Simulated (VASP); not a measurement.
# SH2 in VASP: a series of runs

Aim: see how the results for SH2 move with the level of theory and the settings. Levels: revPBE+D3(BJ), PBE+D4, r2SCAN+rVV10. Tasks: single point.

Everything below comes from runs of VASP 6.6.1. Logs are shortened: lines on timing, memory, paths and dates and some standing lists are left out, and cuts for length are marked.

## Step 1: The cell of the first run

The cell holds a molecule in a box, 3 atoms: a = 12.326 Å, b = 12.826 Å, c = 13.326 Å, α = 90.00°, β = 90.00°, γ = 90.00°.

## Step 2: Single point, revPBE+D3(BJ)

INCAR

```
SYSTEM = H2S
PREC = Accurate ; ENCUT = 400
EDIFF = 1E-6 ; ISMEAR = 0
SIGMA = 0.005 ; LREAL = .False.
LASPH = .True. ; NELM = 120
ALGO = Normal ; ISIF = 2
LWAVE = .False. ; LCHARG = .True.
GGA = RE ; IVDW = 12
LELF = .True. ; LVHAR = .True.
NBANDS = 11 ; GGA_COMPAT = .False.
NELMDL = -8
```

KPOINTS

```
regular mesh
0
Gamma
  1 1 1
  0 0 0
```

POSCAR

```
H2S
1.0
   12.3255669104      0.0000000000      0.0000000000
    0.0000000000     12.8255669104      0.0000000000
    0.0000000000      0.0000000000     13.3255669104
S H
1 2
Direct
    0.5294691500      0.5110600700      0.4594833100
    0.5162436300      0.4312875900      0.5244762600
    0.4663476000      0.5742980600      0.5158113300
```

Potentials or basis: VASP PAW PBE potentials, release 64 (S, H).

Run with:

```
$ cat potpaw_PBE.64/S/POTCAR potpaw_PBE.64/H/POTCAR > POTCAR
$ mpirun -np 1 vasp_gam > vasp.out
```

OUTCAR:

```text
SYSTEM = H2S
   PREC = Accurate
   ENCUT = 400
   EDIFF = 1E-6
   ISMEAR = 0
   LREAL = .False.
   LASPH = .True.
   NELM = 120
   ISIF = 2
   GGA = RE
   IVDW = 12
   NELMDL = -8
 IVDW          = 12

 ion  position               nearest neighbor table
   1  0.529  0.511  0.459-   2 1.35   3 1.35
   2  0.516  0.431  0.524-   1 1.35
   3  0.466  0.574  0.516-   1 1.35

  LATTYP: Found a simple orthorhombic cell.
 ALAT       =    12.3255669104
 B/A-ratio  =     1.0405660854
 C/A-ratio  =     1.0811321708

  Lattice vectors:

 A1 = (  12.3255669104,   0.0000000000,   0.0000000000)
 A2 = (   0.0000000000,  12.8255669104,   0.0000000000)
 A3 = (   0.0000000000,   0.0000000000,  13.3255669104)

Analysis of symmetry for initial positions (statically):
=====================================================================
 Subroutine PRICEL returns:
 Original cell was already a primitive cell.

 Routine SETGRP: Setting up the symmetry group for a
 simple orthorhombic supercell.

 Subroutine GETGRP returns: Found  1 space group operations
 (whereof  1 operations were pure point group operations)
 out of a pool of  8 trial point group operations.

The static configuration has the point symmetry C_1 .

Analysis of symmetry for dynamics (positions and initial velocities):
=====================================================================
 Subroutine PRICEL returns:
 Original cell was already a primitive cell.

 Routine SETGRP: Setting up the symmetry group for a
 simple orthorhombic supercell.

 Subroutine GETGRP returns: Found  1 space group operations
 (whereof  1 operations were pure point group operations)
 out of a pool of  8 trial point group operations.

The dynamic configuration has the point symmetry C_1 .

 Subroutine INISYM returns: Found  1 space group operations
 (whereof  1 operations are pure point group operations),
 and found     1 'primitive' translations

----------------------------------------------------------------------------------------

                                     Primitive cell

  volume of cell :    2106.5374

  direct lattice vectors                    reciprocal lattice vectors
    12.325566910  0.000000000  0.000000000     0.081132171  0.000000000  0.000000000
[... 61 lines left out ...]
   LASPH  =      T    aspherical Exc in radial PAW
   ENCUT  =  400.0 eV  29.40 Ry    5.42 a.u.  20.10 20.92 21.73*2*pi/ulx,y,z
   NELM   =    120;   NELMIN=  2; NELMDL= -8     # of ELM steps
   EDIFF  = 0.1E-05   stopping-criterion for ELM
   LREAL  =      F    real-space projection
   EDIFFG = 0.1E-04   stopping-criterion for IOM
   NSW    =      0    number of steps for IOM
   IBRION =     -1    ionic relax: 0-MD 1-quasi-New 2-CG
   NFREE  =      0    steps in history (QN), initial steepest desc. (CG)
   ISIF   =      2    stress and relaxation
   ISYM   =      2    0-nonsym 1-usesym 2-fastsym
   POTIM  = 0.5000    time-step for ionic-motion
   TEBEG  =    0.0;   TEEND  =   0.0 temperature during run
   PSTRESS=    0.0 pullay stress
   NELECT =       8.0000    total number of electrons
   NUPDOWN=      -1.0000    fix difference up-down
   EMIN   =  10.00;   EMAX   =-10.00  energy-range for DOS
   EFERMI =   0.00;   METHOD = LEGACY
   ISMEAR =     0;   SIGMA  =   0.01  broadening in eV -4-tet -1-fermi 0-gaus
   EFERMI_NEDOS =   21; number of points for ismear=-14 and -15
   IALGO  =     38    algorithm
   IMIX   =      4    mixing-type and parameters
     AMIX     =   0.40;   BMIX     =  1.00
     AMIX_MAG =   1.60;   BMIX_MAG =  1.00
  volume/ion in A,a.u.               =     702.18      4738.54
  Fermi-wavevector in a.u.,A,eV,Ry     =   0.255416  0.482667  0.887609  0.065237
  Thomas-Fermi vector in A             =   1.077651
   LORBIT       =      0    0 simple, 1 ext, 2 COOP (PROOUT), +10 PAW based schemes
   GGA     = RE    functional components
   LHFCALC =     F    Hartree Fock is set to
   AEXX    =    0.0000 exact exchange contribution
   IVDW    =    12    specifies the selected vdW correction
   LEPSILON=     F    determine dielectric tensor
   LRPA    =     F    only Hartree local field effects (RPA)
 non-spin polarized calculation
 Gauss-broadening in eV      SIGMA  =   0.01
  energy-cutoff  :      400.00
  volume of cell :     2106.54
 maximum number of plane-waves:     19124
   NGX = 41   NGY = 41   NGZ = 43

 number of electron       8.0000004 magnetization

 Free energy of the ion-electron system (eV)
  ---------------------------------------------------
  ext. energy  EPLUGINS =         0.00000000
  ---------------------------------------------------
  free energy    TOTEN  =       -11.24544910 eV

  energy without entropy =      -11.24544910  energy(sigma->0) =      -11.24544910

 E-fermi :  -6.1143     XC(G=0):  -0.4481

 val. band max:       -6.1567935111   @ k =   0.0000   0.0000   0.0000
 cond. band min:      -0.8474590630   @ k =   0.0000   0.0000   0.0000
 fundamental gap:      5.3093344481
 Fermi energy:        -6.1143106191

 k-point     1 :       0.0000    0.0000    0.0000
  band No.  band energies     occupation
      1     -18.3713      2.00000
      2     -10.7998      2.00000
      3      -8.9852      2.00000
      4      -6.1568      2.00000
      5      -0.8475      0.00000
      6      -0.5487      0.00000
      7       0.2629      0.00000
      8       0.5061      0.00000
      9       0.5439      0.00000
     10       0.6734      0.00000
     11       0.7454      0.00000

------------------------ aborting loop because EDIFF is reached ----------------------------------------

 Edisp (eV)   -0.06065

 E8    (eV) :    -0.0362

  FORCE on cell =-STRESS in cart. coord.  units (eV):
  Direction    XX          YY          ZZ          XY          YZ          ZX
  --------------------------------------------------------------------------------------
  -------------------------------------------------------------------------------------
  Total      -0.13859    -0.13907    -0.14290     0.01284    -0.01212     0.01563
  in kB      -0.10540    -0.10578    -0.10869     0.00976    -0.00922     0.01189
  external pressure =       -0.11 kB  Pullay stress =        0.00 kB

 VOLUME and BASIS-vectors are now :
 -----------------------------------------------------------------------------
  energy-cutoff  :      400.00
  volume of cell :     2106.54
      direct lattice vectors                 reciprocal lattice vectors
    12.325566910  0.000000000  0.000000000     0.081132171  0.000000000  0.000000000
     0.000000000 12.825566910  0.000000000     0.000000000  0.077969263  0.000000000
     0.000000000  0.000000000 13.325566910     0.000000000  0.000000000  0.075043712

 POSITION                                       TOTAL-FORCE (eV/Angst)
 -----------------------------------------------------------------------------------
      6.52601      6.55464      6.12288        -0.022546      0.015901      0.027319
      6.36300      5.53151      6.98894         0.001946      0.004993     -0.005966
      5.74800      7.36570      6.87348         0.020600     -0.020894     -0.021353
 -----------------------------------------------------------------------------------
    total drift:                                0.000089      0.000287     -0.000143

  FREE ENERGIE OF THE ION-ELECTRON SYSTEM (eV)
  ---------------------------------------------------
  free  energy   TOTEN  =       -11.3061009305 eV

  energy  without entropy=      -11.3061009305  energy(sigma->0) =      -11.30610093
```

stdout:

```text
POSCAR found type information on POSCAR S H
 POSCAR found :  2 types and       3 ions
 scaLAPACK will be used
 -----------------------------------------------------------------------------
|                                                                             |
|                                                                             |
|     You enforced a specific xc type in the INCAR file but a different       |
|     I HOPE YOU KNOW WHAT YOU ARE DOING!                                     |
|                                                                             |
 -----------------------------------------------------------------------------

 LDA part: xc-table for (Slater+PW92), standard interpolation
 POSCAR, INCAR and KPOINTS ok, starting setup
 FFT: planning ... GRIDC
 FFT: planning ... GRID_SOFT
 FFT: planning ... GRID
 WAVECAR not read
 entering main loop
```

Run time: 1.8 min. Hardware: 1 thread of AMD EPYC 7R43 (Zen 3), shared host; peak memory 0.94 GiB.

What came out:

```yaml
Free_energy: -11.3061 eV
Largest_force: 0.039 eV/Å
Gap_between_the_frontier_levels: 5.31 eV
Dispersion_energy_per_atom: -0.020 eV
```

Forces on the atoms (eV/Å):
```
S   -0.023  0.016  0.027
H    0.002  0.005 -0.006
H    0.021 -0.021 -0.021
```

Levels at points of the mesh, in eV from the valence-band top:
```tsv
k point	band 2	band 3	band 4	band 5	band 6	band 7
(0.00, 0.00, 0.00)	-4.64	-2.83	0.00	5.31	5.61	6.42
```

Caveat: the PAW data sets were made with another functional, which shifts forces and pressure a little.

(Part 1 of 2 ends here.)
